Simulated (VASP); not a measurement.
Cd: single point with r2SCAN

Cd:

```xyz
2
Lattice="2.9618 0.0000 0.0000 -1.4809 2.5650 0.0000 0.0000 0.0000 6.1448" Properties=species:S:1:pos:R:3 pbc="T T T"
Cd    0.0000    1.7100    1.5362
Cd    1.4809    0.8550    4.6086
```

This cell differs from its parent crystal: strain along c alone, the other axes held: +6.0 %.

```json
{
  "Program": "VASP 6.6.1",
  "Task": "single point",
  "Functional": "r2SCAN",
  "Potentials or basis": "VASP PAW PBE potentials, release 64 (Cd)",
  "Cutoff": "520 eV",
  "k mesh": "24 × 24 × 10",
  "Occupations": "gaussian, width 0.1 eV",
  "Spin": "no spin polarisation",
  "Dipole correction": "no",
  "Further INCAR settings": "ALGO = Normal; EDIFF = 1e-06; NBANDS = 19"
}
```

```yaml
Pressure: -1.3 GPa
Band_gap_on_the_k_mesh: zero (bands 12 and 13 overlap by 4.69 eV)
```

Stress tensor (GPa, compression positive):
```
-1.02  0.00  0.00
 0.00 -1.02  0.00
 0.00  0.00 -1.83
```

Levels at points of the mesh, in eV from the Fermi level:
```tsv
k point	band 8	band 9	band 10	band 11	band 12	band 13	band 14	band 15	band 16	band 17
(0.00, 0.00, 0.00)	-8.99	-8.86	-8.86	-8.60	-4.20	-2.95	8.15	12.57	15.61	16.46
(0.50, 0.00, 0.00)	-8.88	-8.49	-8.48	-1.96	-1.42	1.51	2.67	3.29	5.26	9.61
(0.00, 0.00, 0.50)	-8.92	-8.92	-8.92	-7.34	-7.34	2.31	2.31	15.89	15.89	17.27
(0.50, 0.00, 0.50)	-8.91	-8.48	-8.48	-1.31	-1.31	0.37	0.37	7.30	7.30	10.80
```

It took 7.5 min on 1 thread of Intel(R) Xeon(R) Platinum 8488C (Sapphire Rapids) (shared host), peak memory 0.37 GiB.

Caveat: the cell differs from its parent crystal (strain along c alone, the other axes held: +6.0 %); the PAW data sets were made with another functional, which shifts forces and pressure a little.
